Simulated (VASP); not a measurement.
# NaTi2 (P6/mmm) in VASP: notebook

Runs on NaTi2. Level: PBE. Tasks: relaxation of cell and atoms, single point.

Everything below comes from runs of VASP 6.6.1. Logs are shortened: lines on timing, memory, paths and dates and some standing lists are left out, and cuts for length are marked.

## (1) The cell of the first run

It takes space group P6/mmm (No. 191, hexagonal). The conventional cell has a = 3.682 Å, b = 3.682 Å, c = 3.975 Å, α = 90.00°, β = 90.00°, γ = 120.00°. Na (site symmetry 6/mmm) has 12 Ti at 2.91 Å and 6 Na at 3.68 Å within 3.8 Å. Within 3.0 Å of Ti (site symmetry -6m2) lie 3 Ti at 2.13 Å and 6 Na at 2.91 Å.

## (2) Relaxation of cell and atoms, PBE

Input file INCAR:

```
ALGO = Normal
EDIFF = 1E-7
EDIFFG = -0.04
ENCUT = 600
GGA = PE
IBRION = 2
ISIF = 3
ISMEAR = 0
LASPH = True
LCHARG = False
LREAL = False
LWAVE = False
NELM = 100
NSW = 90
PREC = Accurate
SIGMA = 0.1
```

Input file KPOINTS:

```
k-points
0
Gamma
  6 6 4
```

Input file POSCAR:

```
NaTi2
1.0
    3.6818566997      0.0000000000      0.0000000000
   -1.8409283498      3.1885814350      0.0000000000
    0.0000000000      0.0000000000      3.9754266691
Na Ti
1 2
Direct
    0.0000000000      0.0000000000      0.0000000000
    0.3333333333      0.6666666667      0.5000000000
    0.6666666667      0.3333333333      0.5000000000
```

Potentials or basis: VASP PAW PBE potentials, release 64 (Na_pv, Ti_sv).

The run is started by

```console
cat potpaw_PBE.64/Na_pv/POTCAR potpaw_PBE.64/Ti_sv/POTCAR > POTCAR
mpirun -np 1 vasp_std > vasp.out
```

OUTCAR:

```text
EDIFF = 1E-7
   EDIFFG = -0.04
   ENCUT = 600
   GGA = PE
   IBRION = 2
   ISIF = 3
   ISMEAR = 0
   LASPH = True
   LREAL = False
   NELM = 100
   NSW = 90
   PREC = Accurate

 ion  position               nearest neighbor table
   1  0.000  0.000  0.000-
   2  0.333  0.667  0.500-   3 2.13   3 2.13   3 2.13
   3  0.667  0.333  0.500-   2 2.13   2 2.13   2 2.13

  LATTYP: Found a hexagonal cell.
 ALAT       =     3.6818566997
 C/A-ratio  =     1.0797342193

  Lattice vectors:

 A1 = (   3.6818566997,   0.0000000000,   0.0000000000)
 A2 = (  -1.8409283498,   3.1885814350,   0.0000000000)
 A3 = (   0.0000000000,   0.0000000000,   3.9754266691)

Analysis of symmetry for initial positions (statically):
=====================================================================
 Subroutine PRICEL returns:
 Original cell was already a primitive cell.

 Routine SETGRP: Setting up the symmetry group for a
 hexagonal supercell.

 Subroutine GETGRP returns: Found 24 space group operations
 (whereof 24 operations were pure point group operations)
 out of a pool of 24 trial point group operations.

The static configuration has the point symmetry D_6h.

Analysis of symmetry for dynamics (positions and initial velocities):
=====================================================================
 Subroutine PRICEL returns:
 Original cell was already a primitive cell.

 Routine SETGRP: Setting up the symmetry group for a
 hexagonal supercell.

 Subroutine GETGRP returns: Found 24 space group operations
 (whereof 24 operations were pure point group operations)
 out of a pool of 24 trial point group operations.

The dynamic configuration has the point symmetry D_6h.

 Subroutine INISYM returns: Found 24 space group operations
 (whereof 24 operations are pure point group operations),
 and found     1 'primitive' translations

----------------------------------------------------------------------------------------

                                     Primitive cell

  volume of cell :      46.6711

  direct lattice vectors                    reciprocal lattice vectors
     3.681856700  0.000000000  0.000000000     0.271602097  0.156809544  0.000000000
    -1.840928350  3.188581435  0.000000000     0.000000000  0.313619087  0.000000000
     0.000000000  0.000000000  3.975426669     0.000000000  0.000000000  0.251545327

  length of vectors
     3.681856700  3.681856700  3.975426669     0.313619087  0.313619087  0.251545327

  position of ions in fractional coordinates (direct lattice)
     0.000000000  0.000000000  0.000000000
     0.333333333  0.666666667  0.500000000
     0.666666667  0.333333333  0.500000000

  ion indices of the primitive-cell ions
   primitive index   ion index
                 1           1
                 2           2
                 3           3

----------------------------------------------------------------------------------------

 KPOINTS: k-points

Automatic generation of k-mesh.
 Grid dimensions read from file:
 generate k-points for:    6    6    4

 Generating k-lattice:

  Cartesian coordinates                     Fractional coordinates (reciprocal lattice)
     0.045267016  0.026134924  0.000000000     0.166666667  0.000000000  0.000000000
     0.000000000  0.052269848  0.000000000     0.000000000  0.166666667  0.000000000
     0.000000000  0.000000000  0.062886332     0.000000000  0.000000000  0.250000000

  Length of vectors
     0.052269848  0.052269848  0.062886332

  Shift w.r.t. Gamma in fractional coordinates (k-lattice)
     0.000000000  0.000000000  0.000000000

 Subroutine IBZKPT returns following result:
 ===========================================

 Found     21 irreducible k-points:

 Following reciprocal coordinates:
            Coordinates               Weight
  0.000000  0.000000  0.000000      1.000000
  0.166667  0.000000  0.000000      6.000000
  0.333333  0.000000  0.000000      6.000000
  0.500000  0.000000  0.000000      3.000000
  0.166667  0.166667  0.000000      6.000000
  0.333333  0.166667  0.000000     12.000000
[... 13 lines left out ...]
  0.333333  0.166667  0.500000     12.000000
  0.333333  0.333333  0.500000      2.000000
   k-points           NKPTS =     21   k-points in BZ     NKDIM =     21   number of bands    NBANDS=     19
   number of dos      NEDOS =    301   number of ions     NIONS =      3
   total plane-waves  NPLWV =  28800
   dimension x,y,z NGX =    30 NGY =   30 NGZ =   32
   dimension x,y,z NGXF=    60 NGYF=   60 NGZF=   64
   ions per type =               1   2
   NGX,Y,Z   is equivalent  to a cutoff of  13.55, 13.55, 13.38 a.u.
   NGXF,Y,Z  is equivalent  to a cutoff of  27.09, 27.09, 26.76 a.u.
 SYSTEM =  unknown system
   PREC   = accura    normal or accurate (medium, high low for compatibility)
   ISTART =      0    job   : 0-new  1-cont  2-samecut
   ICHARG =      2    charge: 1-file 2-atom 10-const
   ISPIN  =      1    spin polarized calculation?
   LNONCOLLINEAR =      F non collinear calculations
   LSORBIT =      F    spin-orbit coupling
   LASPH  =      T    aspherical Exc in radial PAW
   ENCUT  =  600.0 eV  44.10 Ry    6.64 a.u.   7.35  7.35  7.94*2*pi/ulx,y,z
   NELM   =    100;   NELMIN=  2; NELMDL= -5     # of ELM steps
   EDIFF  = 0.1E-06   stopping-criterion for ELM
   LREAL  =      F    real-space projection
   EDIFFG = -.4E-01   stopping-criterion for IOM
   NSW    =     90    number of steps for IOM
   IBRION =      2    ionic relax: 0-MD 1-quasi-New 2-CG
   NFREE  =      1    steps in history (QN), initial steepest desc. (CG)
   ISIF   =      3    stress and relaxation
   ISYM   =      2    0-nonsym 1-usesym 2-fastsym
   POTIM  = 0.5000    time-step for ionic-motion
   TEBEG  =    0.0;   TEEND  =   0.0 temperature during run
   PSTRESS=    0.0 pullay stress
   NELECT =      31.0000    total number of electrons
   NUPDOWN=      -1.0000    fix difference up-down
   EMIN   =  10.00;   EMAX   =-10.00  energy-range for DOS
   EFERMI =   0.00;   METHOD = LEGACY
   ISMEAR =     0;   SIGMA  =   0.10  broadening in eV -4-tet -1-fermi 0-gaus
   EFERMI_NEDOS =   21; number of points for ismear=-14 and -15
   IALGO  =     38    algorithm
   IMIX   =      4    mixing-type and parameters
     AMIX     =   0.40;   BMIX     =  1.00
     AMIX_MAG =   1.60;   BMIX_MAG =  1.00
  volume/ion in A,a.u.               =      15.56       104.98
  Fermi-wavevector in a.u.,A,eV,Ry     =   1.428387  2.699261 27.759839  2.040291
  Thomas-Fermi vector in A             =   2.548455
   LORBIT       =      0    0 simple, 1 ext, 2 COOP (PROOUT), +10 PAW based schemes
   GGA     = PE    functional components
   LHFCALC =     F    Hartree Fock is set to
   AEXX    =    0.0000 exact exchange contribution
   IVDW    =     0    specifies the selected vdW correction
   LEPSILON=     F    determine dielectric tensor
   LRPA    =     F    only Hartree local field effects (RPA)
 conjugate gradient relaxation of ions
 non-spin polarized calculation
 Gauss-broadening in eV      SIGMA  =   0.10
  energy-cutoff  :      600.00
  volume of cell :       46.67
 maximum number of plane-waves:      1612
 NGX is ok and might be reduce to    30
   NGX = 15   NGY = 15   NGZ = 15

--------------------------------------- Ionic step        1  -------------------------------------------

 number of electron      30.9999989 magnetization

 Free energy of the ion-electron system (eV)
  ---------------------------------------------------
  ext. energy  EPLUGINS =         0.00000000
  ---------------------------------------------------
  free energy    TOTEN  =       -10.65007159 eV

  energy without entropy =      -10.61000808  energy(sigma->0) =      -10.63003983

------------------------ aborting loop because EDIFF is reached ----------------------------------------

  FORCE on cell =-STRESS in cart. coord.  units (eV):
  Direction    XX          YY          ZZ          XY          YZ          ZX
  --------------------------------------------------------------------------------------
  -------------------------------------------------------------------------------------
  Total       10.7943987     10.7943987      3.4455964      0.0000000      0.0000000      0.0000000
  in kB      370.5620124    370.5620124    118.2842291      0.0000000      0.0000000      0.0000000
  external PRESSURE =     286.4694180 kB  Pullay stress =       0.0000000 kB
[... 92 lines left out ...]
  FREE ENERGIE OF THE ION-ELECTRON SYSTEM (eV)
  ---------------------------------------------------
  free  energy   TOTEN  =       -12.7736922246 eV

  energy  without entropy=      -12.7243226523  energy(sigma->0) =      -12.74900744

 E-fermi :   3.4497     XC(G=0):  -9.0541

 val. band max:        3.4434285798   @ k =   0.1667   0.1667   0.0000
 cond. band min:       3.4538540817   @ k =   0.3333   0.0000   0.0000
 fundamental gap:      0.0104255019
 Fermi energy:         3.4496779485

 k-point     1 :       0.0000    0.0000    0.0000
  band No.  band energies     occupation
      1     -53.3204      2.00000
      2     -53.1009      2.00000
      3     -29.7868      2.00000
      4     -29.7868      2.00000
      5     -29.6621      2.00000
      6     -29.4903      2.00000
[... 11 lines left out ...]
     18       4.1509      0.00000
     19       4.1509      0.00000
[... 423 lines left out ...]
      3     -29.8712      2.00000
      4     -29.5812      2.00000
      5     -29.5812      2.00000
      6     -29.4720      2.00000
[... 11 lines left out ...]
     18       5.3808      0.00000
     19       5.3808      0.00000

 E-fermi :   5.0447     XC(G=0):  -9.9292

 val. band max:        4.9925942773   @ k =   0.0000   0.0000   0.5000
 cond. band min:       5.0508520956   @ k =   0.1667   0.0000   0.2500
 fundamental gap:      0.0582578183
 Fermi energy:         5.0447291562

 k-point     1 :       0.0000    0.0000    0.0000
  band No.  band energies     occupation
      1     -51.9283      2.00000
      2     -51.8949      2.00000
      3     -28.2083      2.00000
      4     -28.2083      2.00000
      5     -28.0609      2.00000
      6     -28.0609      2.00000
[... 11 lines left out ...]
     18       4.7547      1.99996
     19       8.1400      0.00000
[... 423 lines left out ...]
      3     -28.7769      2.00000
      4     -28.7769      2.00000
      5     -28.0584      2.00000
      6     -27.9790      2.00000
[... 11 lines left out ...]
     18       5.8923      0.00000
     19       7.3844      0.00000

[... ionic steps 4 to 12 ...]

--------------------------------------- Ionic step       13  -------------------------------------------

 number of electron      31.0000005 magnetization

------------------------ aborting loop because EDIFF is reached ----------------------------------------

  FORCE on cell =-STRESS in cart. coord.  units (eV):
  Direction    XX          YY          ZZ          XY          YZ          ZX
  --------------------------------------------------------------------------------------
  -------------------------------------------------------------------------------------
  Total       -0.0072439     -0.0072439      0.3935052     -0.0000000      0.0000000     -0.0000000
  in kB       -0.1993928     -0.1993928     10.8314181     -0.0000000      0.0000000     -0.0000000
  external PRESSURE =       3.4775441 kB  Pullay stress =       0.0000000 kB
[... 59 lines left out ...]
  energy  without entropy=      -14.6448351900  energy(sigma->0) =      -14.65081285

--------------------------------------- Ionic step       15  -------------------------------------------

 number of electron      31.0000010 magnetization

 Free energy of the ion-electron system (eV)
  ---------------------------------------------------
  ext. energy  EPLUGINS =         0.00000000
  ---------------------------------------------------
  free energy    TOTEN  =       -14.65960757 eV

  energy without entropy =      -14.64916717  energy(sigma->0) =      -14.65438737

 E-fermi :   5.3391     XC(G=0): -10.1018

 val. band max:        5.2493118042   @ k =   0.0000   0.0000   0.2500
 cond. band min:       5.3455741022   @ k =   0.3333   0.0000   0.5000
 fundamental gap:      0.0962622980
 Fermi energy:         5.3391237739

 k-point     1 :       0.0000    0.0000    0.0000
  band No.  band energies     occupation
      1     -51.5565      2.00000
      2     -51.5098      2.00000
      3     -27.8654      2.00000
      4     -27.8654      2.00000
      5     -27.6751      2.00000
      6     -27.6750      2.00000
[... 11 lines left out ...]
     18       5.1209      1.99797
     19       8.7363      0.00000
[... 468 lines left out ...]
  FREE ENERGIE OF THE ION-ELECTRON SYSTEM (eV)
  ---------------------------------------------------
  free  energy   TOTEN  =       -14.6596075703 eV

  energy  without entropy=      -14.6491671715  energy(sigma->0) =      -14.65438737

 reached required accuracy - stopping structural energy minimisation
```

Run time: 9.1 min. Hardware: 1 thread of Intel Xeon 8259CL, shared host; peak memory 0.19 GiB.

What came out:

| Item | Value |
| --- | --- |
| Free energy | -14.6596 eV |
| Relaxed volume | 19.56 Å³/atom |
| Relaxed cell | a = 5.162 Å, b = 5.162 Å, c = 2.544 Å, α = 90.00°, β = 90.00°, γ = 120.00° |
| Space group after relaxing (to 0.1 Å) | P6/mmm (No. 191) |
| Energy gained by relaxing | 1336.5 meV/atom |
| Ionic steps | 15 |
| Pressure after relaxing | 0.0 GPa |
| Band gap on the k mesh | zero (an odd number of electrons rules out a gap without spin polarisation) |

The path:
| step | energy change (eV) | largest force (eV/Å) | pressure (GPa) | volume (Å³) |
| --- | --- | --- | --- | --- |
| 1 | 0.0000 | 0.0000 | 28.65 | 46.67 |
| 2 | -2.0611 | 0.0000 | 1.62 | 67.84 |
| 3 | -2.1236 | 0.0000 | -1.07 | 72.71 |
| 4 | -2.1258 | 0.0000 | -1.62 | 73.99 |
| 5 | -2.3742 | 0.0000 | -2.30 | 72.53 |
| 6 | -3.2043 | 0.0000 | -3.69 | 67.30 |
| 7 | -3.3901 | 0.0000 | 13.91 | 50.47 |
| 8 | -3.7207 | 0.0000 | -2.13 | 62.50 |
| 9 | -3.9805 | 0.0000 | 2.84 | 55.84 |
| 10 | -3.9982 | 0.0000 | 1.53 | 57.32 |
| 11 | -3.9970 | 0.0000 | 2.07 | 56.68 |
| 12 | -3.9771 | 0.0000 | -2.25 | 60.98 |
| 13 | -4.0067 | 0.0000 | 0.35 | 58.21 |
| 14 | -4.0067 | 0.0000 | 0.40 | 58.15 |
| 15 | -4.0095 | 0.0000 | -0.02 | 58.68 |

Final structure:
```
CELL_PARAMETERS angstrom
5.16153 0.00000 0.00000
-2.58077 4.47002 0.00000
0.00000 0.00000 2.54352
ATOMIC_POSITIONS crystal
Na 0.00000 0.00000 0.00000
Ti 0.33333 0.66667 0.50000
Ti 0.66667 0.33333 0.50000
```

Levels at points of the mesh, in eV from the Fermi level:
```tsv
k point	band 11	band 12	band 13	band 14	band 15	band 16	band 17	band 18	band 19
(0.00, 0.00, 0.00)	-23.53	-5.15	-1.28	-1.22	-0.62	-0.62	-0.22	-0.22	3.40
(0.50, 0.00, 0.00)	-23.53	-3.52	-2.91	-1.64	-0.95	-0.71	-0.40	0.36	1.55
(0.00, 0.00, 0.50)	-23.59	-1.36	-1.36	-0.68	0.16	0.16	0.78	1.35	1.35
(0.50, 0.00, 0.50)	-23.59	-1.63	-1.57	-0.54	0.39	0.48	0.54	0.80	1.81
```

Caveat: the k points lie up to 0.62 Å⁻¹ apart in the final cell, too coarse for converged energies and pressures of a metal; the volume moved by over 15 % at a fixed basis, so the end points are rough.

## (3) Relaxation of cell and atoms, PBE

This run uses another cell than the first one, of 19.61 Å³/atom.

Input file INCAR:

```
PREC = Accurate ; ENCUT = 600
EDIFF = 1E-7 ; ISMEAR = 0
SIGMA = 0.1 ; LREAL = False
LASPH = True ; NELM = 60
ALGO = Normal ; ISIF = 3
LWAVE = False ; LCHARG = False
GGA = PE ; IBRION = 2
NSW = 90 ; EDIFFG = -0.04
```

Input file KPOINTS:

```
regular mesh
0
Gamma
  6 6 6
```

Input file POSCAR:

```
NaTi2
1.0
    5.1737473122      0.0000000000      0.0000000000
   -2.5868736561      4.4805966051      0.0000000000
    0.0000000000      0.0000000000      2.5377750564
Na Ti
1 2
Direct
    0.0000000000      0.0000000000      0.0000000000
    0.3333333333      0.6666666667      0.5000000000
    0.6666666667      0.3333333333      0.5000000000
```

Potentials or basis: VASP PAW PBE potentials, release 64 (Na_pv, Ti_sv).

The run is started by

```console
cat potpaw_PBE.64/Na_pv/POTCAR potpaw_PBE.64/Ti_sv/POTCAR > POTCAR
mpirun -np 1 vasp_std > vasp.out
```

It took 3.1 min on 1 thread of Intel Xeon 8259CL, shared host; peak memory 0.21 GiB.

It converged, with:

- Free energy: -14.5999 eV
- Relaxed volume: 20.12 Å³/atom
- Relaxed cell: a = 5.157 Å, b = 5.157 Å, c = 2.620 Å, α = 90.00°, β = 90.00°, γ = 120.00°
- Space group after relaxing (to 0.1 Å): P6/mmm (No. 191)
- Energy gained by relaxing: 6.6 meV/atom
- Ionic steps: 5
- Pressure after relaxing: -0.1 GPa
- Band gap on the k mesh: zero (an odd number of electrons rules out a gap without spin polarisation)

The path:
```csv
step,energy change (eV),largest force (eV/Å),pressure (GPa),volume (Å³)
1,0.0000,0.0000,1.63,58.83
2,-0.0166,0.0000,-0.12,60.54
3,-0.0170,0.0000,-0.45,60.88
4,-0.0194,0.0000,-0.22,60.57
5,-0.0199,0.0000,-0.07,60.36
```

Final structure:
```
Na Ti
1.0
     5.15743    0.00000    0.00000
    -2.57871    4.46646    0.00000
     0.00000    0.00000    2.62039
Na Ti
1 2
Direct
  0.00000 0.00000 0.00000
  0.33333 0.66667 0.50000
  0.66667 0.33333 0.50000
```

Levels at points of the mesh, in eV from the Fermi level:
```
           k point  band 13  band 14  band 15  band 16  band 17  band 18
(0.00, 0.00, 0.00)    -0.98    -0.88    -0.48    -0.48    -0.09    -0.09
(0.50, 0.00, 0.00)    -2.80    -1.46    -0.63    -0.44    -0.28     0.49
(0.00, 0.00, 0.50)    -1.08    -0.82     0.46     0.46     0.60     1.17
(0.50, 0.00, 0.50)    -1.35    -0.33     0.30     0.42     0.77     0.86
```

Caveat: the k points lie up to 0.40 Å⁻¹ apart in the final cell, too coarse for converged energies and pressures of a metal.

[end of part 1 of 2]

The gap in the log of VASP goes by the Fermi energy; the results here count the filled bands.